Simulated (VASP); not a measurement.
Set up this calculation in VASP 6.6.1, as the native input.

```yaml
Task: single point
Functional: PBE
Potentials_or_basis: VASP PAW PBE potentials, release 64 (Mg, O)
Cutoff: 520 eV
k_mesh: 2 × 2 × 1
Occupations: fermi-dirac, width 0.05 eV
Spin: no spin polarisation
Dipole_correction: no
Further_INCAR_settings: LREAL = Auto; ALGO = Normal; EDIFF = 1e-06; NBANDS = 67
```

The structure of Mg13O12 lies in POSCAR:

```
Mg13O12
1.0
    5.4461360000      0.0000000000      0.0000000000
    2.7230680000      4.7164920000      0.0000000000
    0.0000000000      0.0000000000     17.5584400000
Mg O
13 12
Direct
    0.0000000000      0.0000000000      0.0569527000
    0.0000000000      0.5000000000      0.0569527000
    0.5000000000      0.0000000000      0.0569527000
    0.5000000000      0.5000000000      0.0569527000
    0.6679433755      0.6678510442      0.1999226599
    0.6676361931      0.1661848587      0.1997825837
    0.1664539933      0.6674599468      0.1998042235
    0.1672948943      0.1670242614      0.1992607030
    0.3329348832      0.3323095515      0.3428723569
    0.3335000619      0.8378613031      0.3423770344
    0.8377131853      0.3331755257      0.3420197322
    0.8366478007      0.8348374739      0.3524865430
    0.5048493563      0.5020252273      0.4719695399
    0.3333333000      0.8333333000      0.1202663000
    0.3333333000      0.3333333000      0.1202663000
    0.8333333000      0.8333333000      0.1202663000
    0.8333333000      0.3333333000      0.1202663000
    0.0009945325      0.5010960878      0.2662459973
    1.0005199524      0.0001274660      0.2663304166
    0.5007270339      0.5006269650      0.2652759750
    0.5014510970      0.0005705395      0.2662200477
    0.6655659220      0.1743217898      0.4108155795
    0.6661525580      0.6652783328      0.4101119618
    0.1666723489      0.1676657556      0.4120006043
    0.1758976741      0.6644884798      0.4112620673
```

One way to write it, as run:

INCAR

```
SYSTEM = Mg13O12
PREC = Accurate ; ENCUT = 520
EDIFF = 1E-6 ; ISMEAR = -1
SIGMA = 0.05 ; LREAL = Auto
LASPH = .True. ; NELM = 100
ALGO = Normal ; ISIF = 2
LWAVE = .False. ; LCHARG = .False.
GGA = PE ; NBANDS = 67
```

KPOINTS

```
Automatic mesh
0
Gamma
  2 2 1
  0 0 0
```

Potentials or basis: VASP PAW PBE potentials, release 64 (Mg, O).

Launch:

```sh
$ cat potpaw_PBE.64/Mg/POTCAR potpaw_PBE.64/O/POTCAR > POTCAR
$ mpirun -np 1 vasp_std > vasp.out
```

Results of the run:

```
Largest force          : 1.536 eV/Å
Band gap on the k mesh : zero (band 49 reaches 0.62 eV, above the bottom of band 50 at 0.34 eV)
```

Caveat: the k points lie up to 0.67 Å⁻¹ apart.

Wall time 3.5 min on 1 thread of Intel(R) Xeon(R) 6975P-C (Granite Rapids), on a shared host, peak memory 0.54 GiB.
